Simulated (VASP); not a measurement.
# Si6P (Pm-3m) in VASP: a series of runs, part 2 of 2

VASP 6.6.1.

### 3 Single point, PBE

INCAR reads:

```
SYSTEM = Si6P
PREC = Accurate
ENCUT = 520
EDIFF = 1E-6
ISMEAR = 0
SIGMA = 0.1
LREAL = .False.
LASPH = .True.
NELM = 100
ALGO = Normal
ISIF = 2
LWAVE = .False.
LCHARG = .False.
GGA = PE
NBANDS = 24
```

KPOINTS reads:

```
regular mesh
0
Gamma
  6 6 6
  0 0 0
```

POSCAR reads:

```
Si6P
1.0
    5.9435314553      0.0000000000      0.0000000000
    0.0000000000      5.9435314553      0.0000000000
    0.0000000000      0.0000000000      5.9435314553
Si P
6 1
Direct
    0.2086355512      0.5000000000      0.5000000000
    0.5000000000      0.5000000000      0.7913644488
    0.5000000000      0.5000000000      0.2086355512
    0.5000000000      0.2086355512      0.5000000000
    0.5000000000      0.7913644488      0.5000000000
    0.7913644488      0.5000000000      0.5000000000
    0.0000000000      0.0000000000      0.0000000000
```

Potentials or basis: VASP PAW PBE potentials, release 64 (Si, P).

The run is started by

```
cat potpaw_PBE.64/Si/POTCAR potpaw_PBE.64/P/POTCAR > POTCAR
mpirun -np 1 vasp_std > vasp.out
```

OUTCAR:

```text
SYSTEM = Si6P
   PREC = Accurate
   ENCUT = 520
   EDIFF = 1E-6
   ISMEAR = 0
   LREAL = .False.
   LASPH = .True.
   NELM = 100
   ISIF = 2
   GGA = PE

 ion  position               nearest neighbor table
   1  0.209  0.500  0.500-   2 2.45   3 2.45   4 2.45   5 2.45   6 2.48
   2  0.500  0.500  0.791-   1 2.45   4 2.45   5 2.45   6 2.45   3 2.48
   3  0.500  0.500  0.209-   1 2.45   4 2.45   5 2.45   6 2.45   2 2.48
   4  0.500  0.209  0.500-   1 2.45   2 2.45   3 2.45   6 2.45   5 2.48
   5  0.500  0.791  0.500-   1 2.45   2 2.45   3 2.45   6 2.45   4 2.48
   6  0.791  0.500  0.500-   2 2.45   3 2.45   4 2.45   5 2.45   1 2.48
   7  0.000  0.000  0.000-

  LATTYP: Found a simple cubic cell.
 ALAT       =     5.9435314553

  Lattice vectors:

 A1 = (   5.9435314553,   0.0000000000,   0.0000000000)
 A2 = (   0.0000000000,   5.9435314553,   0.0000000000)
 A3 = (   0.0000000000,   0.0000000000,   5.9435314553)

Analysis of symmetry for initial positions (statically):
=====================================================================
 Subroutine PRICEL returns:
 Original cell was already a primitive cell.

 Routine SETGRP: Setting up the symmetry group for a
 simple cubic supercell.

 Subroutine GETGRP returns: Found 48 space group operations
 (whereof 48 operations were pure point group operations)
 out of a pool of 48 trial point group operations.

The static configuration has the point symmetry O_h .

Analysis of symmetry for dynamics (positions and initial velocities):
=====================================================================
 Subroutine PRICEL returns:
 Original cell was already a primitive cell.

 Routine SETGRP: Setting up the symmetry group for a
 simple cubic supercell.

 Subroutine GETGRP returns: Found 48 space group operations
 (whereof 48 operations were pure point group operations)
 out of a pool of 48 trial point group operations.

The dynamic configuration has the point symmetry O_h .

 Subroutine INISYM returns: Found 48 space group operations
 (whereof 48 operations are pure point group operations),
 and found     1 'primitive' translations

----------------------------------------------------------------------------------------

                                     Primitive cell

  volume of cell :     209.9586

  direct lattice vectors                    reciprocal lattice vectors
     5.943531455  0.000000000  0.000000000     0.168250140  0.000000000  0.000000000
     0.000000000  5.943531455  0.000000000     0.000000000  0.168250140  0.000000000
     0.000000000  0.000000000  5.943531455     0.000000000  0.000000000  0.168250140

  length of vectors
     5.943531455  5.943531455  5.943531455     0.168250140  0.168250140  0.168250140

  position of ions in fractional coordinates (direct lattice)
     0.208635551  0.500000000  0.500000000
     0.500000000  0.500000000  0.791364449
     0.500000000  0.500000000  0.208635551
     0.500000000  0.208635551  0.500000000
     0.500000000  0.791364449  0.500000000
     0.791364449  0.500000000  0.500000000
     0.000000000  0.000000000  0.000000000
[... 34 lines left out ...]

 Found     20 irreducible k-points:

 Following reciprocal coordinates:
            Coordinates               Weight
  0.000000  0.000000  0.000000      1.000000
  0.166667  0.000000  0.000000      6.000000
  0.333333  0.000000  0.000000      6.000000
  0.500000  0.000000  0.000000      3.000000
  0.166667  0.166667  0.000000     12.000000
  0.333333  0.166667  0.000000     24.000000
[... 12 lines left out ...]
  0.500000  0.500000  0.333333      6.000000
  0.500000  0.500000  0.500000      1.000000
   k-points           NKPTS =     20   k-points in BZ     NKDIM =     20   number of bands    NBANDS=     24
   number of dos      NEDOS =    301   number of ions     NIONS =      7
   total plane-waves  NPLWV = 110592
   dimension x,y,z NGX =    48 NGY =   48 NGZ =   48
   dimension x,y,z NGXF=    96 NGYF=   96 NGZF=   96
   ions per type =               6   1
   NGX,Y,Z   is equivalent  to a cutoff of  13.43, 13.43, 13.43 a.u.
   NGXF,Y,Z  is equivalent  to a cutoff of  26.85, 26.85, 26.85 a.u.
 SYSTEM =  Si6P
   PREC   = accura    normal or accurate (medium, high low for compatibility)
   ISTART =      0    job   : 0-new  1-cont  2-samecut
   ICHARG =      2    charge: 1-file 2-atom 10-const
   ISPIN  =      1    spin polarized calculation?
   LNONCOLLINEAR =      F non collinear calculations
   LSORBIT =      F    spin-orbit coupling
   LASPH  =      T    aspherical Exc in radial PAW
   ENCUT  =  520.0 eV  38.22 Ry    6.18 a.u.  11.05 11.05 11.05*2*pi/ulx,y,z
   NELM   =    100;   NELMIN=  2; NELMDL= -5     # of ELM steps
   EDIFF  = 0.1E-05   stopping-criterion for ELM
   LREAL  =      F    real-space projection
   EDIFFG = 0.1E-04   stopping-criterion for IOM
   NSW    =      0    number of steps for IOM
   IBRION =     -1    ionic relax: 0-MD 1-quasi-New 2-CG
   NFREE  =      0    steps in history (QN), initial steepest desc. (CG)
   ISIF   =      2    stress and relaxation
   ISYM   =      2    0-nonsym 1-usesym 2-fastsym
   POTIM  = 0.5000    time-step for ionic-motion
   TEBEG  =    0.0;   TEEND  =   0.0 temperature during run
   PSTRESS=    0.0 pullay stress
   NELECT =      29.0000    total number of electrons
   NUPDOWN=      -1.0000    fix difference up-down
   EMIN   =  10.00;   EMAX   =-10.00  energy-range for DOS
   EFERMI =   0.00;   METHOD = LEGACY
   ISMEAR =     0;   SIGMA  =   0.10  broadening in eV -4-tet -1-fermi 0-gaus
   EFERMI_NEDOS =   21; number of points for ismear=-14 and -15
   IALGO  =     38    algorithm
   IMIX   =      4    mixing-type and parameters
     AMIX     =   0.40;   BMIX     =  1.00
     AMIX_MAG =   1.60;   BMIX_MAG =  1.00
  volume/ion in A,a.u.               =      29.99       202.41
  Fermi-wavevector in a.u.,A,eV,Ry     =   0.846245  1.599172  9.743555  0.716131
  Thomas-Fermi vector in A             =   1.961562
   LORBIT       =      0    0 simple, 1 ext, 2 COOP (PROOUT), +10 PAW based schemes
   GGA     = PE    functional components
   LHFCALC =     F    Hartree Fock is set to
   AEXX    =    0.0000 exact exchange contribution
   IVDW    =     0    specifies the selected vdW correction
   LEPSILON=     F    determine dielectric tensor
   LRPA    =     F    only Hartree local field effects (RPA)
 non-spin polarized calculation
 Gauss-broadening in eV      SIGMA  =   0.10
  energy-cutoff  :      520.00
  volume of cell :      209.96
 maximum number of plane-waves:      5695
 NGX is ok and might be reduce to    48
   NGX = 23   NGY = 23   NGZ = 23

 number of electron      29.0000002 magnetization

 Free energy of the ion-electron system (eV)
  ---------------------------------------------------
  ext. energy  EPLUGINS =         0.00000000
  ---------------------------------------------------
  free energy    TOTEN  =       -29.05853735 eV

  energy without entropy =      -28.97859347  energy(sigma->0) =      -29.01856541

 E-fermi :   2.5134     XC(G=0):  -7.7084

 val. band max:        2.5119304624   @ k =   0.1667   0.1667   0.0000
 cond. band min:       2.5134748111   @ k =   0.3333   0.0000   0.0000
 fundamental gap:      0.0015443488
 Fermi energy:         2.5133899155

 k-point     1 :       0.0000    0.0000    0.0000
  band No.  band energies     occupation
      1     -10.4176      2.00000
      2      -5.7780      2.00000
      3      -5.2916      2.00000
      4      -5.2916      2.00000
      5      -5.2916      2.00000
      6      -4.6275      2.00000
[... 529 lines left out ...]
     23       5.2472      0.00000
     24       6.2002      0.00000

------------------------ aborting loop because EDIFF is reached ----------------------------------------

  FORCE on cell =-STRESS in cart. coord.  units (eV):
  Direction    XX          YY          ZZ          XY          YZ          ZX
  --------------------------------------------------------------------------------------
  -------------------------------------------------------------------------------------
  Total       -0.0281890     -0.0281890     -0.0281890     -0.0000000     -0.0000000      0.0000000
  in kB       -0.2151077     -0.2151077     -0.2151077     -0.0000000     -0.0000000      0.0000000
  external PRESSURE =      -0.2151077 kB  Pullay stress =       0.0000000 kB

 VOLUME and BASIS-vectors are now :
 -----------------------------------------------------------------------------
  energy-cutoff  :      520.00
  volume of cell :      209.96
      direct lattice vectors                 reciprocal lattice vectors
     5.943531455  0.000000000  0.000000000     0.168250140  0.000000000  0.000000000
     0.000000000  5.943531455  0.000000000     0.000000000  0.168250140  0.000000000
     0.000000000  0.000000000  5.943531455     0.000000000  0.000000000  0.168250140

 POSITION                                       TOTAL-FORCE (eV/Angst)
 -----------------------------------------------------------------------------------
      1.24003      2.97177      2.97177         0.003609      0.000000      0.000000
      2.97177      2.97177      4.70350        -0.000000     -0.000000     -0.003609
      2.97177      2.97177      1.24003         0.000000      0.000000      0.003609
      2.97177      1.24003      2.97177         0.000000      0.003609      0.000000
      2.97177      4.70350      2.97177        -0.000000     -0.003609      0.000000
      4.70350      2.97177      2.97177        -0.003609     -0.000000     -0.000000
      0.00000      0.00000      0.00000         0.000000      0.000000      0.000000
 -----------------------------------------------------------------------------------
    total drift:                                0.000000     -0.000000     -0.000000

  FREE ENERGIE OF THE ION-ELECTRON SYSTEM (eV)
  ---------------------------------------------------
  free  energy   TOTEN  =       -29.0585373496 eV

  energy  without entropy=      -28.9785934727  energy(sigma->0) =      -29.01856541
```

Run time: 2.2 min. Hardware: 1 thread of Intel Xeon 6975P-C (Granite Rapids), shared host; peak memory 0.35 GiB.

Results:

```yaml
Free_energy: -29.0585 eV
Pressure: 0.0 GPa
Largest_force: 0.004 eV/Å
Band_gap_on_the_k_mesh: zero (an odd number of electrons rules out a gap without spin polarisation)
```

Forces in eV/Å, atoms in the order of the input:
```
Si   0.004  0.000  0.000
Si   0.000  0.000 -0.004
Si   0.000  0.000  0.004
Si   0.000  0.004  0.000
Si   0.000 -0.004  0.000
Si  -0.004  0.000  0.000
P    0.000  0.000  0.000
```

### 4 Relaxation of cell and atoms, PBE

This run uses another cell than the first one, of 28.83 Å³/atom.

INCAR reads:

```
PREC     = Accurate       # precision mode
ENCUT    = 600            # plane-wave cutoff, eV
EDIFF    = 1E-7           # SCF threshold, eV
ISMEAR   = 0              # smearing method
SIGMA    = 0.1            # smearing width, eV
LREAL    = F              # projectors in reciprocal space
LASPH    = T              # aspherical terms in the spheres
NELM     = 100            # most SCF steps
ALGO     = Normal         # electronic algorithm
ISIF     = 3              # what is computed and relaxed
LWAVE    = F              # write WAVECAR
LCHARG   = F              # write CHGCAR
GGA      = PE             # functional
IBRION   = 2              # ionic algorithm
NSW      = 100            # ionic steps
EDIFFG   = -0.01          # ionic threshold
```

KPOINTS reads:

```
Automatic mesh
0
Gamma
  6 6 6
```

POSCAR reads:

```
Si6P
1.0
    5.8659142832      0.0000000000      0.0000000000
    0.0000000000      5.8659142832      0.0000000000
    0.0000000000      0.0000000000      5.8659142832
Si P
6 1
Direct
    0.2065064060      0.5000000000      0.5000000000
    0.5000000000      0.5000000000      0.7934935940
    0.5000000000      0.5000000000      0.2065064060
    0.5000000000      0.2065064060      0.5000000000
    0.5000000000      0.7934935940      0.5000000000
    0.7934935940      0.5000000000      0.5000000000
    0.0000000000      0.0000000000      0.0000000000
```

The run is started by

```
cat potpaw_PBE.64/Si/POTCAR potpaw_PBE.64/P/POTCAR > POTCAR
mpirun -np 1 vasp_std > vasp.out
```

Run time: 6.6 min. Hardware: 1 thread of Intel Xeon 6975P-C (Granite Rapids), shared host; peak memory 0.36 GiB.

The run converged. Its results:

```yaml
Free_energy: -29.0586 eV
Relaxed_volume: 30.00 Å³/atom
Relaxed_cell: a = 5.944 Å, b = 5.944 Å, c = 5.944 Å, α = 90.00°, β = 90.00°, γ = 90.00°
Space_group_after_relaxing_to_0.1_Å: Pm-3m (No. 221)
Energy_gained_by_relaxing: 2.3 meV/atom
Ionic_steps: 6
Pressure_after_relaxing: 0.0 GPa
Band_gap_on_the_k_mesh: zero (an odd number of electrons rules out a gap without spin polarisation)
```

Forces in eV/Å, atoms in the order of the input:
```
Si   0.002  0.000  0.000
Si   0.000  0.000 -0.002
Si   0.000  0.000  0.002
Si   0.000  0.002  0.000
Si   0.000 -0.002  0.000
Si  -0.002  0.000  0.000
P    0.000  0.000  0.000
```

The path:
```csv
step,energy change (eV),largest force (eV/Å),pressure (GPa),volume (Å³)
1,0.0000,0.1256,0.82,201.84
2,-0.0074,0.1774,-0.17,206.18
3,-0.0091,0.0893,0.12,204.85
4,-0.0115,0.0732,0.10,205.89
5,-0.0156,0.0208,0.01,209.04
6,-0.0158,0.0022,-0.02,210.00
```

Final structure:
```yaml
crystal:
  lattice:
    - [5.94397, 0.00000, 0.00000]
    - [0.00000, 5.94397, 0.00000]
    - [0.00000, 0.00000, 5.94397]
  atoms:
    - { symbol: Si, position: [0.20867, 0.50000, 0.50000] }
    - { symbol: Si, position: [0.50000, 0.50000, 0.79133] }
    - { symbol: Si, position: [0.50000, 0.50000, 0.20867] }
    - { symbol: Si, position: [0.50000, 0.20867, 0.50000] }
    - { symbol: Si, position: [0.50000, 0.79133, 0.50000] }
    - { symbol: Si, position: [0.79133, 0.50000, 0.50000] }
    - { symbol: P, position: [0.00000, 0.00000, 0.00000] }
```

Levels at points of the mesh, in eV from the Fermi level:
```tsv
k point	band 11	band 12	band 13	band 14	band 15	band 16	band 17	band 18
(0.00, 0.00, 0.00)	-2.39	-0.33	-0.33	-0.33	0.16	0.16	0.16	1.84
(0.50, 0.00, 0.00)	-2.36	-1.57	-0.19	-0.04	0.14	0.14	0.56	0.56
(0.50, 0.50, 0.00)	-3.04	-1.98	-1.06	-0.66	-0.66	-0.14	1.12	1.12
(0.50, 0.50, 0.50)	-3.30	-1.94	-1.94	-0.63	0.17	0.17	0.17	2.56
```

### 5 Single point, PBE

This run uses another cell than the first one, of 28.83 Å³/atom.

INCAR reads:

```
PREC = Accurate ; ENCUT = 520
EDIFF = 1E-7 ; ISMEAR = 0
SIGMA = 0.1 ; LREAL = False
LASPH = True ; NELM = 100
ALGO = Normal ; ISIF = 2
LWAVE = False ; LCHARG = False
GGA = PE ; NBANDS = 24
```

KPOINTS reads:

```
Automatic mesh
0
Gamma
  8 8 8
```

POSCAR is that of step 4.

The run is started by

```
cat potpaw_PBE.64/Si/POTCAR potpaw_PBE.64/P/POTCAR > POTCAR
mpirun -np 1 vasp_std > vasp.out
```

Run time: 3.7 min. Hardware: 1 thread of Intel Xeon 6975P-C (Granite Rapids), shared host; peak memory 0.38 GiB.

The run converged. Its results:

| Item | Value |
| --- | --- |
| Free energy | -29.1645 eV |
| Pressure | 0.0 GPa |
| Largest force | 0.008 eV/Å |
| Band gap on the k mesh | zero (an odd number of electrons rules out a gap without spin polarisation) |

Forces in eV/Å, atoms in the order of the input:
```
Si   0.008  0.000  0.000
Si   0.000  0.000 -0.008
Si   0.000  0.000  0.008
Si   0.000  0.008  0.000
Si   0.000 -0.008  0.000
Si  -0.008  0.000  0.000
P    0.000  0.000  0.000
```

Levels at points of the mesh, in eV from the Fermi level:
```
           k point  band 12  band 13  band 14  band 15  band 16  band 17
(0.00, 0.00, 0.00)    -0.37    -0.37    -0.37     0.05     0.05     0.05
(0.50, 0.00, 0.00)    -1.47    -0.33    -0.04     0.16     0.16     0.47
(0.50, 0.50, 0.00)    -1.83    -0.98    -0.74    -0.74    -0.15     1.11
(0.50, 0.50, 0.50)    -1.78    -1.78    -0.58     0.20     0.20     0.20
```

### 6 Summary

```tsv
task	cell	k mesh	cutoff (eV)	gap on the mesh (eV)	pressure (GPa)
single point	a = 5.944 Å, 7 atoms, atomic positions A	6 × 6 × 6	520	none	0.0
relaxation of cell and atoms	relaxed from a = 5.866 Å, 7 atoms, atomic positions B	6 × 6 × 6	600	none	0.0
single point	a = 5.866 Å, 7 atoms, atomic positions B	8 × 8 × 8	520	none	0.0
```

Alike in all rows: level PBE; potentials or basis VASP PAW PBE potentials, release 64 (Si, P); no spin polarisation; smearing gaussian 0.1 eV.

Absolute energies hang on the potentials; compare differences alone.
